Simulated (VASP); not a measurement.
# ScPt (Pm-3m) in VASP: a series of runs

The runs below take ScPt through single point, with LDA.

Program: VASP 6.6.1. These are calculated values, not measurements. Logs are shortened: lines on timing, memory, paths and dates and some standing lists are left out, and cuts for length are marked.

**1. The cell of the first run**

Symmetry: Pm-3m, No. 221, cubic system. The conventional cell has a = 3.248 Å, b = 3.248 Å, c = 3.248 Å, α = 90.00°, β = 90.00°, γ = 90.00°. Sc (site symmetry m-3m) has 8 Pt at 2.81 Å and 6 Sc at 3.25 Å within 3.7 Å. Pt (site symmetry m-3m) has 8 Sc at 2.81 Å and 6 Pt at 3.25 Å within 3.7 Å.

**2. Single point, LDA**

Input file INCAR:

```
ALGO     = Normal         # electronic algorithm
EDIFF    = 1E-6           # SCF threshold, eV
ENCUT    = 500            # plane-wave cutoff, eV
GGA      = CA             # functional
GGA_COMPAT= F            
ISIF     = 2              # what is computed and relaxed
ISMEAR   = 1              # smearing method
LASPH    = T              # aspherical terms in the spheres
LCHARG   = F              # write CHGCAR
LREAL    = F              # projectors in reciprocal space
LWAVE    = F              # write WAVECAR
NBANDS   = 18             # bands
NELM     = 120            # most SCF steps
PREC     = Accurate       # precision mode
SIGMA    = 0.1            # smearing width, eV
```

Input file KPOINTS:

```
k-points
0
Gamma
  7 7 7
```

Input file POSCAR:

```
ScPt
1.0
    3.2480530300      0.0000000000      0.0000000000
    0.0000000000      3.2480530300      0.0000000000
    0.0000000000      0.0000000000      3.2480530300
Sc Pt
1 1
Direct
    0.5000000000      0.5000000000      0.5000000000
    0.0000000000      0.0000000000      0.0000000000
```

Potentials or basis: VASP PAW LDA potentials, release 64 (Sc_sv, Pt).

The run is started by

```
cat potpaw_LDA.64/Sc_sv/POTCAR potpaw_LDA.64/Pt/POTCAR > POTCAR
mpirun -np 1 vasp_std > vasp.out
```

OUTCAR:

```text
EDIFF = 1E-6
   ENCUT = 500
   GGA = CA
   ISIF = 2
   ISMEAR = 1
   LASPH = T
   LREAL = F
   NELM = 120
   PREC = Accurate

 ion  position               nearest neighbor table
   1  0.500  0.500  0.500-   2 2.81   2 2.81   2 2.81   2 2.81   2 2.81   2 2.81   2 2.81   2 2.81

   2  0.000  0.000  0.000-   1 2.81   1 2.81   1 2.81   1 2.81   1 2.81   1 2.81   1 2.81   1 2.81

  LATTYP: Found a simple cubic cell.
 ALAT       =     3.2480530300

  Lattice vectors:

 A1 = (   3.2480530300,   0.0000000000,   0.0000000000)
 A2 = (   0.0000000000,   3.2480530300,   0.0000000000)
 A3 = (   0.0000000000,   0.0000000000,   3.2480530300)

Analysis of symmetry for initial positions (statically):
=====================================================================
 Subroutine PRICEL returns:
 Original cell was already a primitive cell.

 Routine SETGRP: Setting up the symmetry group for a
 simple cubic supercell.

 Subroutine GETGRP returns: Found 48 space group operations
 (whereof 48 operations were pure point group operations)
 out of a pool of 48 trial point group operations.

The static configuration has the point symmetry O_h .

Analysis of symmetry for dynamics (positions and initial velocities):
=====================================================================
 Subroutine PRICEL returns:
 Original cell was already a primitive cell.

 Routine SETGRP: Setting up the symmetry group for a
 simple cubic supercell.

 Subroutine GETGRP returns: Found 48 space group operations
 (whereof 48 operations were pure point group operations)
 out of a pool of 48 trial point group operations.

The dynamic configuration has the point symmetry O_h .

 Subroutine INISYM returns: Found 48 space group operations
 (whereof 48 operations are pure point group operations),
 and found     1 'primitive' translations

----------------------------------------------------------------------------------------

                                     Primitive cell

  volume of cell :      34.2665

  direct lattice vectors                    reciprocal lattice vectors
     3.248053030  0.000000000  0.000000000     0.307876747  0.000000000  0.000000000
     0.000000000  3.248053030  0.000000000     0.000000000  0.307876747  0.000000000
     0.000000000  0.000000000  3.248053030     0.000000000  0.000000000  0.307876747

  length of vectors
     3.248053030  3.248053030  3.248053030     0.307876747  0.307876747  0.307876747

  position of ions in fractional coordinates (direct lattice)
     0.500000000  0.500000000  0.500000000
     0.000000000  0.000000000  0.000000000

  ion indices of the primitive-cell ions
   primitive index   ion index
                 1           1
                 2           2

----------------------------------------------------------------------------------------

 KPOINTS: k-points

Automatic generation of k-mesh.
 Grid dimensions read from file:
 generate k-points for:    7    7    7

 Generating k-lattice:

  Cartesian coordinates                     Fractional coordinates (reciprocal lattice)
     0.043982392  0.000000000  0.000000000     0.142857143  0.000000000  0.000000000
     0.000000000  0.043982392  0.000000000     0.000000000  0.142857143  0.000000000
     0.000000000  0.000000000  0.043982392     0.000000000  0.000000000  0.142857143

  Length of vectors
     0.043982392  0.043982392  0.043982392

  Shift w.r.t. Gamma in fractional coordinates (k-lattice)
     0.000000000  0.000000000  0.000000000

 Subroutine IBZKPT returns following result:
 ===========================================

 Found     20 irreducible k-points:

 Following reciprocal coordinates:
            Coordinates               Weight
  0.000000  0.000000  0.000000      1.000000
  0.142857  0.000000  0.000000      6.000000
  0.285714  0.000000  0.000000      6.000000
  0.428571  0.000000  0.000000      6.000000
  0.142857  0.142857  0.000000     12.000000
  0.285714  0.142857  0.000000     24.000000
[... 12 lines left out ...]
  0.428571  0.428571  0.285714     24.000000
  0.428571  0.428571  0.428571      8.000000
   k-points           NKPTS =     20   k-points in BZ     NKDIM =     20   number of bands    NBANDS=     18
   number of dos      NEDOS =    301   number of ions     NIONS =      2
   total plane-waves  NPLWV =  13824
   dimension x,y,z NGX =    24 NGY =   24 NGZ =   24
   dimension x,y,z NGXF=    48 NGYF=   48 NGZF=   48
   ions per type =               1   1
   NGX,Y,Z   is equivalent  to a cutoff of  12.28, 12.28, 12.28 a.u.
   NGXF,Y,Z  is equivalent  to a cutoff of  24.57, 24.57, 24.57 a.u.
 SYSTEM =  unknown system
   PREC   = accura    normal or accurate (medium, high low for compatibility)
   ISTART =      0    job   : 0-new  1-cont  2-samecut
   ICHARG =      2    charge: 1-file 2-atom 10-const
   ISPIN  =      1    spin polarized calculation?
   LNONCOLLINEAR =      F non collinear calculations
   LSORBIT =      F    spin-orbit coupling
   LASPH  =      T    aspherical Exc in radial PAW
   ENCUT  =  500.0 eV  36.75 Ry    6.06 a.u.   5.92  5.92  5.92*2*pi/ulx,y,z
   NELM   =    120;   NELMIN=  2; NELMDL= -5     # of ELM steps
   EDIFF  = 0.1E-05   stopping-criterion for ELM
   LREAL  =      F    real-space projection
   EDIFFG = 0.1E-04   stopping-criterion for IOM
   NSW    =      0    number of steps for IOM
   IBRION =     -1    ionic relax: 0-MD 1-quasi-New 2-CG
   NFREE  =      0    steps in history (QN), initial steepest desc. (CG)
   ISIF   =      2    stress and relaxation
   ISYM   =      2    0-nonsym 1-usesym 2-fastsym
   POTIM  = 0.5000    time-step for ionic-motion
   TEBEG  =    0.0;   TEEND  =   0.0 temperature during run
   PSTRESS=    0.0 pullay stress
   NELECT =      21.0000    total number of electrons
   NUPDOWN=      -1.0000    fix difference up-down
   EMIN   =  10.00;   EMAX   =-10.00  energy-range for DOS
   EFERMI =   0.00;   METHOD = LEGACY
   ISMEAR =     1;   SIGMA  =   0.10  broadening in eV -4-tet -1-fermi 0-gaus
   EFERMI_NEDOS =   21; number of points for ismear=-14 and -15
   IALGO  =     38    algorithm
   IMIX   =      4    mixing-type and parameters
     AMIX     =   0.40;   BMIX     =  1.00
     AMIX_MAG =   1.60;   BMIX_MAG =  1.00
  volume/ion in A,a.u.               =      17.13       115.62
  Fermi-wavevector in a.u.,A,eV,Ry     =   1.390566  2.627788 26.309215  1.933673
  Thomas-Fermi vector in A             =   2.514488
   LORBIT       =      0    0 simple, 1 ext, 2 COOP (PROOUT), +10 PAW based schemes
   GGA     = CA    functional components
   LHFCALC =     F    Hartree Fock is set to
   AEXX    =    0.0000 exact exchange contribution
   IVDW    =     0    specifies the selected vdW correction
   LEPSILON=     F    determine dielectric tensor
   LRPA    =     F    only Hartree local field effects (RPA)
 non-spin polarized calculation
 Methfessel and Paxton  Order N= 1 SIGMA  =   0.10
  energy-cutoff  :      500.00
  volume of cell :       34.27
 maximum number of plane-waves:       895
 NGX is ok and might be reduce to    24
   NGX = 11   NGY = 11   NGZ = 11

 number of electron      20.9999996 magnetization

 Free energy of the ion-electron system (eV)
  ---------------------------------------------------
  ext. energy  EPLUGINS =         0.00000000
  ---------------------------------------------------
  free energy    TOTEN  =       -16.61696634 eV

  energy without entropy =      -16.61228450  energy(sigma->0) =      -16.61540573

 E-fermi :   7.9475     XC(G=0): -12.3430

 val. band max:        7.9230494164   @ k =   0.4286   0.2857   0.1429
 cond. band min:       7.9954709215   @ k =   0.4286   0.0000   0.0000
 fundamental gap:      0.0724215052
 Fermi energy:         7.9474834470

 k-point     1 :       0.0000    0.0000    0.0000
  band No.  band energies     occupation
      1     -41.0691      2.00000
      2     -19.9402      2.00000
      3     -19.9402      2.00000
      4     -19.9402      2.00000
      5      -0.1048      2.00000
      6       2.7299      2.00000
[... 10 lines left out ...]
     17      15.5077      0.00000
     18      15.5077      0.00000

 k-point     2 :       0.1429    0.0000    0.0000
  band No.  band energies     occupation
      1     -41.0641      2.00000
      2     -19.9919      2.00000
      3     -19.9377      2.00000
      4     -19.9377      2.00000
      5       0.2730      2.00000
      6       2.8659      2.00000
[... 10 lines left out ...]
     17      16.6582      0.00000
     18      16.6582      0.00000

 k-point     3 :       0.2857    0.0000    0.0000
  band No.  band energies     occupation
      1     -41.0530      2.00000
      2     -20.1065      2.00000
      3     -19.9322      2.00000
      4     -19.9322      2.00000
      5       1.2675      2.00000
      6       3.2138      2.00000
[... 10 lines left out ...]
     17      19.0129      0.00000
     18      19.0129      0.00000

 k-point     4 :       0.4286    0.0000    0.0000
  band No.  band energies     occupation
      1     -41.0440      2.00000
      2     -20.1968      2.00000
      3     -19.9278      2.00000
      4     -19.9278      2.00000
      5       2.2813      2.00000
      6       3.5562      2.00000
[... 291 lines left out ...]
      4     -20.0548      2.00000
      5       3.4075      2.00000
      6       3.9421      2.00000
[... 10 lines left out ...]
     17      15.1180      0.00000
     18      17.6650      0.00000

 k-point    19 :       0.4286    0.4286    0.2857
  band No.  band energies     occupation
      1     -41.0094      2.00000
      2     -20.1380      2.00000
      3     -20.1374      2.00000
      4     -20.0514      2.00000
      5       3.3409      2.00000
      6       3.8699      2.00000
[... 10 lines left out ...]
     17      14.4611      0.00000
     18      17.4431      0.00000

 k-point    20 :       0.4286    0.4286    0.4286
  band No.  band energies     occupation
      1     -41.0015      2.00000
      2     -20.1336      2.00000
      3     -20.1336      2.00000
      4     -20.1318      2.00000
      5       3.6028      2.00000
      6       3.7475      2.00000
[... 10 lines left out ...]
     17      16.3923      0.00000
     18      16.3923      0.00000

------------------------ aborting loop because EDIFF is reached ----------------------------------------

  FORCE on cell =-STRESS in cart. coord.  units (eV):
  Direction    XX          YY          ZZ          XY          YZ          ZX
  --------------------------------------------------------------------------------------
  -------------------------------------------------------------------------------------
  Total       -0.2811039     -0.2811039     -0.2811039     -0.0000000     -0.0000000     -0.0000000
  in kB      -13.1434110    -13.1434110    -13.1434110     -0.0000000     -0.0000000     -0.0000000
  external PRESSURE =     -13.1434110 kB  Pullay stress =       0.0000000 kB

 VOLUME and BASIS-vectors are now :
 -----------------------------------------------------------------------------
  energy-cutoff  :      500.00
  volume of cell :       34.27
      direct lattice vectors                 reciprocal lattice vectors
     3.248053030  0.000000000  0.000000000     0.307876747  0.000000000  0.000000000
     0.000000000  3.248053030  0.000000000     0.000000000  0.307876747  0.000000000
     0.000000000  0.000000000  3.248053030     0.000000000  0.000000000  0.307876747

 POSITION                                       TOTAL-FORCE (eV/Angst)
 -----------------------------------------------------------------------------------
      1.62403      1.62403      1.62403         0.000000      0.000000      0.000000
      0.00000      0.00000      0.00000         0.000000      0.000000      0.000000
 -----------------------------------------------------------------------------------
    total drift:                                0.000000      0.000000     -0.000000

  FREE ENERGIE OF THE ION-ELECTRON SYSTEM (eV)
  ---------------------------------------------------
  free  energy   TOTEN  =       -16.6169663379 eV

  energy  without entropy=      -16.6122844996  energy(sigma->0) =      -16.61540573
```

Run time: 9 s. Hardware: 1 thread of Intel Xeon Platinum 8488C (Sapphire Rapids), shared host; peak memory 0.13 GiB.

What came out:

```
Free energy : -16.6170 eV
Pressure    : -1.3 GPa
```

Caveat: spin-orbit coupling is left out, which moves the levels of the heavy elements.

(Part 1 of 2 ends here.)
